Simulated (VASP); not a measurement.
RbCl: electric field gradients with PBEsol

Crystal: RbCl.

```xyz
2
Lattice="0.0000 3.2631 3.2631 3.2631 0.0000 3.2631 3.2631 3.2631 0.0000" Properties=species:S:1:pos:R:3 pbc="T T T"
Rb    0.0000    0.0000    0.0000
Cl    3.2631    3.2631    3.2631
```

This cell differs from its parent crystal: volume scaled by 0.99.

```yaml
Program: VASP 6.6.1
Task: electric field gradients
Functional: PBEsol
Potentials_or_basis: VASP PAW PBE potentials, release 64 (Rb_sv, Cl)
Cutoff: 400 eV
k_mesh: 7 × 7 × 7
Occupations: fermi-dirac, width 0.02 eV
Spin: no spin polarisation
Dipole_correction: no
Further_INCAR_settings: ALGO = Normal; EDIFF = 1e-08; NBANDS = 15
```

* Pressure: 0.2 GPa
* Band gap on the k mesh: 4.92 eV, direct

Levels at points of the mesh, in eV from the valence-band top:
```tsv
k point	band 6	band 7	band 8	band 9	band 10	band 11
(0.00, 0.00, 0.00)	0.00	0.00	0.00	4.92	7.92	7.92
```

Run time: 39 s on 1 thread of Intel Xeon 8259CL (shared host), peak memory 0.16 GiB.

Caveat: without QUAD_EFG the Cq values of the log hold for a quadrupole moment of 1 mb, not for the nuclei; the PAW data sets were made with another functional, which shifts forces and pressure a little. A k mesh can miss the band edges.
